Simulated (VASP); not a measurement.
Crystal: C.

```
C
1.0
     2.12732   -1.22828    0.00000
     2.12732    1.22828    0.00000
    -1.37907    0.00000    3.50283
C
2
Direct
  0.83336 0.83336 0.00009
  0.16664 0.16664 0.99991
```

* Program: VASP 6.6.1
* Task: relaxation of cell and atoms
* Functional: r2SCAN
* Dispersion: D4
* Potentials or basis: VASP PAW PBE potentials, release 64 (C)
* Cutoff: 600 eV
* k mesh: 16 × 16 × 9
* Occupations: methfessel-paxton, width 0.1 eV
* Spin: no spin polarisation

At the start: pressure -1.2 GPa; volume 9.15 Å³/atom.

Where does the relaxation end?

Over 8 steps the energy falls by 2.1 meV/atom and the volume is 8.74 Å³/atom (-4.5 %); space group R-3m (No. 166, to 0.1 Å) before and after.

Step by step:
| step | energy change (eV) | largest force (eV/Å) | pressure (GPa) | volume (Å³) |
| --- | --- | --- | --- | --- |
| 1 | 0.0000 | 0.0097 | -1.16 | 18.31 |
| 2 | -0.0002 | 0.0065 | 1.21 | 18.13 |
| 3 | -0.0004 | 0.0004 | 0.17 | 18.21 |
| 4 | -0.0010 | 0.0080 | 0.17 | 18.13 |
| 5 | -0.0025 | 0.0336 | 0.21 | 17.92 |
| 6 | -0.0039 | 0.0841 | 0.31 | 17.49 |
| 7 | -0.0032 | 0.1340 | -1.47 | 17.46 |
| 8 | -0.0041 | 0.0226 | -0.29 | 17.48 |

Final structure:
```
C
1.0
     2.12578   -1.22734   -0.00240
     2.12578    1.22734   -0.00240
    -1.38202    0.00000    3.35177
C
2
Direct
  0.83327 0.83327 0.99990
  0.16673 0.16673 0.00010
```

Caveat: the PAW data sets were made with another functional, which shifts forces and pressure a little; the relaxation stopped at a loose force limit of 0.05 eV/Å, so its end isn't a converged minimum.
